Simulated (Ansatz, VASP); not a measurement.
Two plane-wave programs on NaF

File POSCAR:

```
NaF
1.0
    0.0235842590      2.3207523471      2.3207523471
    2.3207523471      0.0235842590      2.3207523471
    2.3207523471      2.3207523471      0.0235842590
Na F
1 1
Direct
    0.0000000000      0.0000000000      0.0000000000
    0.5000000000      0.5000000000      0.5000000000
```

File INCAR.step1:

```
  ALGO = Normal
  EDIFF = 1E-4
  ENCUT = 520
  GGA = PE
  ISMEAR = 0
  LASPH = T
  LCHARG = F
  LREAL = F
  LWAVE = T
  NBANDS = 14
  NELM = 100
  PREC = Accurate
  SIGMA = 0.01
```

The input INCAR.step2:

```
  ALGO = Normal
  EDIFF = 1E-6
  ENCUT = 520
  ISIF = 2
  ISMEAR = 0
  ISTART = 1
  LASPH = T
  LCHARG = F
  LMIXTAU = T
  LREAL = F
  LWAVE = F
  METAGGA = R2SCAN
  NBANDS = 14
  NELM = 100
  PREC = Accurate
  SIGMA = 0.01
```

File KPOINTS:

```
k-points
0
Gamma
  10 10 10
```

Input for Ansatz:

```yaml
crystal:
  lattice:
    - [0.023584259, 2.3207523471, 2.3207523471]
    - [2.3207523471, 0.023584259, 2.3207523471]
    - [2.3207523471, 2.3207523471, 0.023584259]
  atoms:
    - { symbol: Na, position: [0.0, 0.0, 0.0] }
    - { symbol: F, position: [0.5, 0.5, 0.5] }
kpoints:
  mp_grid: { grid: [10, 10, 10] }
  band_path:
    path:
      - [0.0, 0.0, 0.0]
      - [0.5, 0.0, 0.5]
      - [0.625, 0.25, 0.625]
      - [0.375, 0.375, 0.75]
      - [0.5, 0.5, 0.5]
      - [0.5, 0.25, 0.75]
    npoints: 1
hamiltonian:
  xc: r2scan
scf:
  occupations: { method: fixed }
  n_extra_bands: 4
output:
  forces: true
  stress: true
  eigenvalues: true
```

Change from the starting cell: shear_111 strain +1.5%.

Alike in both runs: task single point; functional r2SCAN; k mesh 10 × 10 × 10; no spin polarisation.

|  | VASP | Ansatz |
| --- | --- | --- |
| version | VASP 6.6.1 | Ansatz 0.2.0 |
| potentials or method | VASP PAW PBE potentials, release 64 (Na_pv, F) | plane waves, PAW |
| plane-wave cutoff (eV) | 520 | 500 |
| occupations | gaussian, width 0.01 eV | fixed |
| valence electrons in the cell | 14 | 16 |

|  | VASP | Ansatz | Ansatz less VASP |
| --- | --- | --- | --- |
| gap on the k mesh at the Fermi level (eV) | 7.22 | 7.18 | -0.039 |
| pressure (GPa) | -1.5 | -0.8 | +0.66 |
| traceless stress, the component that is largest in VASP (GPa) | -0.21 | -0.30 | -0.092 |

VASP's potentials were made for PBE, not for r2SCAN. VASP's potentials hold 14 valence electrons a cell and Ansatz's 16, so a difference there can come from the potentials and not from the codes.
